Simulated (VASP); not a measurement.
**MgO: single point with PBEsol**

MgO:

```
Mg O
1.0
     0.00000    2.13515    2.13515
     2.13515    0.00000    2.13515
     2.13515    2.13515    0.00000
Mg O
1 1
Direct
  0.00000 0.00000 0.00000
  0.51464 0.51464 0.48536
```

This cell differs from its parent crystal: all O atoms moved +0.062 Å, as atom 2 along Cartesian [0 0 1].

| Item | Value |
| --- | --- |
| Program | VASP 6.6.1 |
| Task | single point |
| Functional | PBEsol |
| Potentials or basis | VASP PAW PBE potentials, release 64 (Mg, O) |
| Cutoff | 520 eV |
| k mesh | 10 × 10 × 10 |
| Occupations | gaussian, width 0.05 eV |
| Spin | no spin polarisation |
| Dipole correction | no |
| Further INCAR settings | ALGO = Normal; EDIFF = 1e-07; NBANDS = 11 |

```
Pressure               : -6.0 GPa
Largest force          : 0.284 eV/Å
Band gap on the k mesh : 4.25 eV, direct
```

Forces on the atoms (eV/Å):
```
Mg   0.000  0.000  0.284
O    0.000  0.000 -0.284
```

Stress tensor (GPa, compression positive):
```
-6.38  0.00  0.00
 0.00 -6.38  0.00
 0.00  0.00 -5.20
```

Levels at points of the mesh, in eV from the valence-band top:
```tsv
k point	band 1	band 2	band 3	band 4	band 5	band 6	band 7	band 8	band 9
(0.00, 0.00, 0.00)	-17.00	-0.01	0.00	0.00	4.25	15.41	15.42	15.42	19.13
(0.50, 0.00, 0.00)	-15.79	-4.50	-0.62	-0.61	7.49	12.03	15.76	15.78	20.15
(0.50, 0.50, 0.00)	-15.54	-3.97	-1.31	-1.31	8.88	9.42	12.55	18.23	18.23
(0.00, 0.50, 0.50)	-15.54	-3.97	-1.31	-1.31	8.89	9.42	12.55	18.22	18.26
```

It took 11 s on 1 thread of Intel Xeon 6975P-C, with other jobs on the host, peak memory 0.15 GiB.

Caveat: the cell differs from its parent crystal (all O atoms moved +0.062 Å, as atom 2 along Cartesian [0 0 1]); the PAW data sets were made with another functional, which shifts forces and pressure a little.
